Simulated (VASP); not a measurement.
# H2CO in VASP: notebook, part 2 of 2

VASP 6.6.1.

## Step 3: Single point, PBE+D3(BJ)

This run uses another cell than the first one, of 15.68 Å³/atom.

File INCAR:

```
PREC = Accurate ; ENCUT = 1000
EDIFF = 1E-6 ; ISMEAR = -1
SIGMA = 0.02 ; LREAL = Auto
LASPH = T ; NELM = 120
ALGO = Normal ; ISIF = 2
LWAVE = F ; LCHARG = F
GGA = PE ; IVDW = 12
NBANDS = 86 ; GGA_COMPAT = F
```

File KPOINTS:

```
Automatic mesh
0
Gamma
  1 1 1
```

File POSCAR:

```
H2CO
1.0
    8.8443680000     -0.0612600000      0.1949680000
   -0.0612600000      8.3991790000      0.2711420000
    0.1949680000      0.2711420000      8.4562320000
O C H
10 10 20
Direct
    0.4878286460      0.3930005869      0.4813053922
    0.0020816347      0.7429820023      0.7375791631
    0.4035423278      0.6799845042      0.0778538007
    0.7019651661      0.9252316243      0.2766681546
    0.1365787079      0.1638416749      0.2907379035
    0.5698511910      0.4803015562      0.8378279272
    0.4479961517      0.0949582305      0.9215579612
    0.8604271095      0.4328940874      0.4656410182
    0.9189544092      0.3663746716      0.0075558163
    0.5305291754      0.0605608487      0.5083639141
    0.3936542214      0.4104587736      0.3817134406
   -0.0922844824      0.8267113193      0.8100932378
    0.2730304162      0.7233650640      0.0724830108
    0.6558908664      0.9562613946      0.1474107667
    0.1660466807      0.0904931805      0.4127121523
    0.5400837048      0.5846648809      0.7412372029
    0.3784354973      0.2151482952      0.9630153772
    0.9316954121      0.3392715509      0.5427900325
    0.8386608012      0.2712414893      0.0758662985
    0.6213721335      0.0554451733      0.6080626457
    0.4095135809      0.3358941827      0.2712653739
    0.3222976529      0.5142208880      0.3994610592
   -0.2082635305      0.8713823936      0.7562276389
   -0.0415804102      0.8864088708      0.9096562364
    0.2065600625      0.6271174399      0.0283328935
    0.2267732510      0.8151283181      0.1393494112
    0.6432731329      1.0695433386      0.0911734924
    0.6214325247      0.8537888151      0.0724486434
    0.2551809702      0.0060923652      0.4306286749
    0.0924949141      0.1462964556      0.5118945812
    0.4551810814      0.6709413897      0.7668585565
    0.6097061967      0.6029769144      0.6297053387
    0.4139698847      0.3331758472      0.9130131664
    0.2778436802      0.1984615645      1.0489208560
    1.0420750387      0.3753478166      0.5923981457
    0.8864346580      0.2242975185      0.6025919263
    0.8677382631      0.1752639053      0.1607450458
    0.7154729578      0.3032207939      0.0952421570
    0.7508643804      0.0699340698      0.5952939099
    0.5814962068      0.0509815651      0.7281024934
```

Potentials or basis: VASP PAW PBE potentials, release 64 (O_h, C_h, H_h).

Run with:

```console
> cat potpaw_PBE.64/O_h/POTCAR potpaw_PBE.64/C_h/POTCAR potpaw_PBE.64/H_h/POTCAR > POTCAR
> mpirun -np 1 vasp_gam > vasp.out
```

OUTCAR:

```text
PREC = Accurate
   ENCUT = 1000
   EDIFF = 1E-6
   ISMEAR = -1
   LREAL = Auto
   LASPH = T
   NELM = 120
   ISIF = 2
   GGA = PE
   IVDW = 12
 IVDW          = 12

 ion  position               nearest neighbor table
   1  0.488  0.393  0.481-  11 1.22
   2  0.002  0.743  0.738-  12 1.26
   3  0.404  0.680  0.078-  13 1.22
   4  0.702  0.925  0.277-  14 1.20
   5  0.137  0.164  0.291-  15 1.21
   6  0.570  0.480  0.838-  16 1.20
   7  0.448  0.095  0.922-  17 1.25
   8  0.860  0.433  0.466-  18 1.19
   9  0.919  0.366  0.008-  19 1.17
  10  0.531  0.061  0.508-  20 1.19
  11  0.394  0.410  0.382-  22 1.10  21 1.16   1 1.22
  12  0.908  0.827  0.810-  24 1.12  23 1.20   2 1.26
  13  0.273  0.723  0.072-  26 1.06  25 1.09   3 1.22
  14  0.656  0.956  0.147-  27 1.05  28 1.15   4 1.20
  15  0.166  0.090  0.413-  29 1.08  30 1.17   5 1.21
  16  0.540  0.585  0.741-  31 1.08  32 1.10   6 1.20
  17  0.378  0.215  0.963-  33 1.09  34 1.13   7 1.25
[... 21 lines left out ...]
  39  0.751  0.070  0.595-  20 1.15
  40  0.581  0.051  0.728-  20 1.06

  LATTYP: Found a triclinic cell.
 ALAT       =     8.4037776414
 B/A-ratio  =     1.4639631581
 C/A-ratio  =     2.8985025678
 COS(alpha) =     0.0012051474
 COS(beta)  =     0.6405737869
 COS(gamma) =     0.7271653016

  Lattice vectors:

 A1 = (  -0.0612600000,   8.3991790000,   0.2711420000)
 A2 = (   0.1337080000,   8.6703210000,   8.7273740000)
 A3 = (   8.3319120000,  16.1948140000, -16.1752120000)

Analysis of symmetry for initial positions (statically):
=====================================================================
 Subroutine PRICEL returns:
 Original cell was already a primitive cell.

 Routine SETGRP: Setting up the symmetry group for a
 triclinic supercell.

 Subroutine GETGRP returns: Found  1 space group operations
 (whereof  1 operations were pure point group operations)
 out of a pool of  2 trial point group operations.

The static configuration has the point symmetry C_1 .

Analysis of symmetry for dynamics (positions and initial velocities):
=====================================================================
 Subroutine PRICEL returns:
 Original cell was already a primitive cell.

 Routine SETGRP: Setting up the symmetry group for a
 triclinic supercell.

 Subroutine GETGRP returns: Found  1 space group operations
 (whereof  1 operations were pure point group operations)
 out of a pool of  2 trial point group operations.

The dynamic configuration has the point symmetry C_1 .

 Subroutine INISYM returns: Found  1 space group operations
 (whereof  1 operations are pure point group operations),
 and found     1 'primitive' translations

----------------------------------------------------------------------------------------

                                     Primitive cell

  volume of cell :     627.1671

  direct lattice vectors                    reciprocal lattice vectors
     8.844368000 -0.061260000  0.194968000     0.113130752  0.000910272 -0.002637545
    -0.061260000  8.399179000  0.271142000     0.000910272  0.119189945 -0.003842713
[... 101 lines left out ...]
     0.113130752  0.000910272 -0.002637545     1.000000000 -0.000000000  0.000000000
     0.000910272  0.119189945 -0.003842713     0.000000000  1.000000000  0.000000000
    -0.002637545 -0.003842713  0.118440005     0.000000000  0.000000000  1.000000000

  Length of vectors
     0.113165155  0.119255348  0.118531674

  Shift w.r.t. Gamma in fractional coordinates (k-lattice)
     0.000000000  0.000000000  0.000000000

 Subroutine IBZKPT returns following result:
 ===========================================

 Found      1 irreducible k-points:

 Following reciprocal coordinates:
            Coordinates               Weight
  0.000000  0.000000  0.000000      1.000000
   k-points           NKPTS =      1   k-points in BZ     NKDIM =      1   number of bands    NBANDS=     86
   number of dos      NEDOS =    301   number of ions     NIONS =     40
   total plane-waves  NPLWV = 777600
   dimension x,y,z NGX =    96 NGY =   90 NGZ =   90
   dimension x,y,z NGXF=   192 NGYF=  180 NGZF=  180
   ions per type =              10  10  20
   NGX,Y,Z   is equivalent  to a cutoff of  18.04, 17.80, 17.68 a.u.
   NGXF,Y,Z  is equivalent  to a cutoff of  36.08, 35.61, 35.36 a.u.
 SYSTEM =  unknown system
   PREC   = accura    normal or accurate (medium, high low for compatibility)
   ISTART =      0    job   : 0-new  1-cont  2-samecut
   ICHARG =      2    charge: 1-file 2-atom 10-const
   ISPIN  =      1    spin polarized calculation?
   LNONCOLLINEAR =      F non collinear calculations
   LSORBIT =      F    spin-orbit coupling
   LASPH  =      T    aspherical Exc in radial PAW
   ENCUT  = 1000.0 eV  73.50 Ry    8.57 a.u.  22.81 21.67 21.82*2*pi/ulx,y,z
   NELM   =    120;   NELMIN=  2; NELMDL= -5     # of ELM steps
   EDIFF  = 0.1E-05   stopping-criterion for ELM
   LREAL  =      T    real-space projection
   EDIFFG = 0.1E-04   stopping-criterion for IOM
   NSW    =      0    number of steps for IOM
[... 5 lines left out ...]
   TEBEG  =    0.0;   TEEND  =   0.0 temperature during run
   PSTRESS=    0.0 pullay stress
   NELECT =     120.0000    total number of electrons
   NUPDOWN=      -1.0000    fix difference up-down
   EMIN   =  10.00;   EMAX   =-10.00  energy-range for DOS
   EFERMI =   0.00;   METHOD = LEGACY
   ISMEAR =    -1;   SIGMA  =   0.02  broadening in eV -4-tet -1-fermi 0-gaus
   EFERMI_NEDOS =   21; number of points for ismear=-14 and -15
   IALGO  =     38    algorithm
   IMIX   =      4    mixing-type and parameters
     AMIX     =   0.40;   BMIX     =  1.00
     AMIX_MAG =   1.60;   BMIX_MAG =  1.00
  volume/ion in A,a.u.               =      15.68       105.81
  Fermi-wavevector in a.u.,A,eV,Ry     =   0.943353  1.782678 12.108022  0.889915
  Thomas-Fermi vector in A             =   2.071052
   LORBIT       =      0    0 simple, 1 ext, 2 COOP (PROOUT), +10 PAW based schemes
   GGA     = PE    functional components
   LHFCALC =     F    Hartree Fock is set to
   AEXX    =    0.0000 exact exchange contribution
   IVDW    =    12    specifies the selected vdW correction
   LEPSILON=     F    determine dielectric tensor
   LRPA    =     F    only Hartree local field effects (RPA)
 non-spin polarized calculation
  energy-cutoff  :     1000.00
  volume of cell :      627.17
 maximum number of plane-waves:     22531
 NGX is ok and might be reduce to    90
   NGX = 45   NGY = 43   NGZ = 43

 number of electron     120.0000002 magnetization

 Free energy of the ion-electron system (eV)
  ---------------------------------------------------
  ext. energy  EPLUGINS =         0.00000000
  ---------------------------------------------------
  free energy    TOTEN  =      -220.63001680 eV

  energy without entropy =     -220.63001680  energy(sigma->0) =     -220.63001680

 E-fermi :  -1.9949     XC(G=0):  -5.9387

 val. band max:       -2.5055810529   @ k =   0.0000   0.0000   0.0000
 cond. band min:      -0.3075855090   @ k =   0.0000   0.0000   0.0000
 fundamental gap:      2.1979955439
 Fermi energy:        -1.9948614286

 k-point     1 :       0.0000    0.0000    0.0000
  band No.  band energies     occupation
      1     -24.1295      2.00000
      2     -23.9855      2.00000
      3     -23.7801      2.00000
      4     -23.6582      2.00000
      5     -23.6254      2.00000
      6     -23.5209      2.00000
[... 64 lines left out ...]
     71       2.1254      0.00000
     72       3.1596      0.00000
 [bands above 72 left out]

------------------------ aborting loop because EDIFF is reached ----------------------------------------

 Edisp (eV)   -1.41606

 E8    (eV) :    -0.3240

  FORCE on cell =-STRESS in cart. coord.  units (eV):
  Direction    XX          YY          ZZ          XY          YZ          ZX
  --------------------------------------------------------------------------------------
  -------------------------------------------------------------------------------------
  Total       2.15209     3.72391     7.78317     4.32574    -6.61170     1.54694
  in kB       5.49779     9.51320    19.88308    11.05064   -16.89041     3.95187
  external pressure =       11.63 kB  Pullay stress =        0.00 kB

 VOLUME and BASIS-vectors are now :
 -----------------------------------------------------------------------------
  energy-cutoff  :     1000.00
  volume of cell :      627.17
      direct lattice vectors                 reciprocal lattice vectors
     8.844368000 -0.061260000  0.194968000     0.113130752  0.000910272 -0.002637545
    -0.061260000  8.399179000  0.271142000     0.000910272  0.119189945 -0.003842713
     0.194968000  0.271142000  8.456232000    -0.002637545 -0.003842713  0.118440005

 POSITION                                       TOTAL-FORCE (eV/Angst)
 -----------------------------------------------------------------------------------
      4.38430      3.40150      4.27170        -0.096790     -0.420149      0.245558
      0.11670      6.44030      6.43900        -2.826057      1.503180      1.350088
      3.54260      5.70770      0.92140         0.951208      1.136801      0.217105
      6.20570      7.80320      2.72730         0.602213      0.285311      0.943906
      1.25460      1.44660      2.52960         0.551983     -0.595574     -1.696414
      5.17390      4.22640      7.32620         0.346763     -0.883214      0.671930
[... 32 lines left out ...]
      6.75270      0.70280      5.19930        -0.703193     -0.285097     -0.848944
      5.28180      0.59000      6.28420        -0.338887     -0.248025      1.806652
 -----------------------------------------------------------------------------------
    total drift:                                0.001036      0.000010      0.001048

  FREE ENERGIE OF THE ION-ELECTRON SYSTEM (eV)
  ---------------------------------------------------
  free  energy   TOTEN  =      -222.0460738465 eV

  energy  without entropy=     -222.0460738465  energy(sigma->0) =     -222.04607385
```

It took 5.9 min on 1 thread of AMD EPYC 7R13 (Zen 3), shared host; peak memory 1.3 GiB.

Results:

```
Free energy                : -222.0461 eV
Pressure                   : 1.2 GPa
Largest force              : 4.492 eV/Å
Band gap on the k mesh     : 2.20 eV
Dispersion energy per atom : -0.035 eV
```

Forces in eV/Å, atoms in the order of the input:
```
O   -0.097 -0.420  0.246
O   -2.826  1.503  1.350
O    0.951  1.137  0.217
O    0.602  0.285  0.944
O    0.552 -0.596 -1.696
O    0.347 -0.883  0.672
O   -1.099  1.585  0.852
O   -0.482  0.058 -0.945
O    2.873  1.708 -2.270
O   -0.677 -0.178 -1.666
C    2.085 -0.158 -0.302
C    2.310 -0.563 -2.605
C    1.132 -3.251  0.134
C   -0.286 -3.477 -0.772
C   -2.214  2.846  1.307
C    1.244  0.272 -0.701
C    0.171 -2.406 -0.392
C    0.458  0.617  2.008
C   -3.481  0.107  2.836
C    1.367  0.492  0.512
H   -0.931  0.900  0.850
H   -1.098 -0.114 -0.839
H    1.554 -1.026  0.988
H   -0.951 -0.001  0.332
H   -1.659  0.445 -0.702
H   -0.603  1.672  0.406
H   -0.162  2.153 -0.611
H    0.084  0.655  0.367
H    0.588 -0.825  0.125
H    1.233 -1.762  0.297
H   -1.084  0.753  0.064
H   -0.068  0.102 -0.294
H    0.027  0.440  0.077
H    0.337  0.198 -0.224
H    0.192 -0.108 -0.419
H   -0.157 -0.121 -0.561
H    0.901 -1.087 -0.039
H   -0.091 -0.419 -0.504
H   -0.703 -0.285 -0.849
H   -0.339 -0.248  1.807
```

Caveat: the k points lie up to 0.75 Å⁻¹ apart; the atoms stand as in a frame of molecular dynamics.
